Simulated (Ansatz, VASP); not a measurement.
# Two plane-wave programs on NiO

Contents of INCAR:

```
SYSTEM = NiO
PREC = Accurate
ENCUT = 520
EDIFF = 1E-6
ISMEAR = 0
SIGMA = 0.05
LREAL = .False.
LASPH = .True.
NELM = 150
ALGO = Normal
ISIF = 2
LWAVE = .False.
LCHARG = .False.
ISPIN = 2
MAGMOM = 1.9 0
LORBIT = 11
LMAXMIX = 4
LDAU = .True.
LDAUTYPE = 2
LDAUL = 2 -1
LDAUU = 7.2 0
LDAUJ = 0 0
LDAUPRINT = 1
GGA = PS
NBANDS = 19
```

KPOINTS

```
Automatic mesh
0
Gamma
  10 10 10
  0 0 0
```

File POSCAR:

```
NiO
1.0
    0.0000000000      2.0913095126      2.0913095126
    2.0913095126      0.0000000000      2.0913095126
    2.0913095126      2.0913095126      0.0000000000
Ni O
1 1
Direct
    0.0000000000      0.0000000000      0.0000000000
    0.5000000000      0.5000000000      0.5000000000
```

Input for Ansatz:

```yaml
crystal:
  lattice:
    - [0.0, 2.0913095126, 2.0913095126]
    - [2.0913095126, 0.0, 2.0913095126]
    - [2.0913095126, 2.0913095126, 0.0]
  atoms:
    - { symbol: Ni, position: [0.0, 0.0, 0.0], spin: 1.9 }
    - { symbol: O, position: [0.5, 0.5, 0.5] }
basis:
  ecutwfc: 420
  ecutrho_ratio: 4
kpoints:
  mp_grid: { grid: [10, 10, 10] }
  band_path:
    path:
      - [[0.0, 0.0, 0.0], [0.5, 0.0, 0.5], [0.625, 0.25, 0.625]]
      - [[0.375, 0.375, 0.75], [0.0, 0.0, 0.0], [0.5, 0.5, 0.5], [0.5, 0.25, 0.75], [0.5, 0.0, 0.5]]
    npoints: 6
hamiltonian:
  xc: pbesol
  hubbard: { sites: [{ species: Ni, l: d, u_eff: 7.2 }] }
scf:
  occupations: { method: gaussian, width: 0.05 }
  lower_state_search: "off"
output:
  forces: true
  stress: true
  eigenvalues: true
  populations: true
  hubbard: { sites: [{ species: Ni, l: d }] }
  eigenstates:
    nscf_kmesh: { grid: [10, 10, 10] }
    top_band: c28
    exchange_couplings: { magnetic: [{ site: 0 }] }
    magnetocrystalline_anisotropy: {}
magnetization:
  spin_polarized: true
checkpoint:
  read: start.run
  write: ck
  compress: false
  write_wavefunctions: false
  write_every: 100000
```

Alike in both runs: task single point; functional PBEsol; k mesh 10 × 10 × 10; occupations gaussian, width 0.05 eV; collinear spin; Hubbard terms Ni d U = 7.2 eV.

```csv
,VASP,Ansatz
version,VASP 6.6.1,Ansatz 0.2.0
potentials or method,"VASP PAW PBE potentials, release 64 (Ni, O), cutoff 520 eV","scalar-relativistic, plane waves, PAW"
valence electrons in the cell,16,24
```

|  | VASP | Ansatz | Ansatz less VASP |
| --- | --- | --- | --- |
| gap on the k mesh at the Fermi level (eV) | 2.79 | 2.23 | -0.557 |
| least direct gap on the mesh (eV) | 3.44 | 3.08 | -0.359 |
| pressure (GPa) | -9.6 | 3.6 | +13.16 |
| net moment per atom (μB) | 1.00 | 1.00 | 0.000 |
| size of the moment on the site where the two differ most (μB) | 1.85 | 1.73 | -0.116 |

VASP's potentials were made for PBE, not for PBEsol. Site moments also hang on the region over which each program counts them. The programs project onto different local orbitals, so the same U acts differently, and such runs can settle in different states. VASP's potentials hold 16 valence electrons a cell and Ansatz's 24, so a difference there can come from the potentials and not from the codes. Ansatz's warnings: anisotropy in doubt, stability check not made.
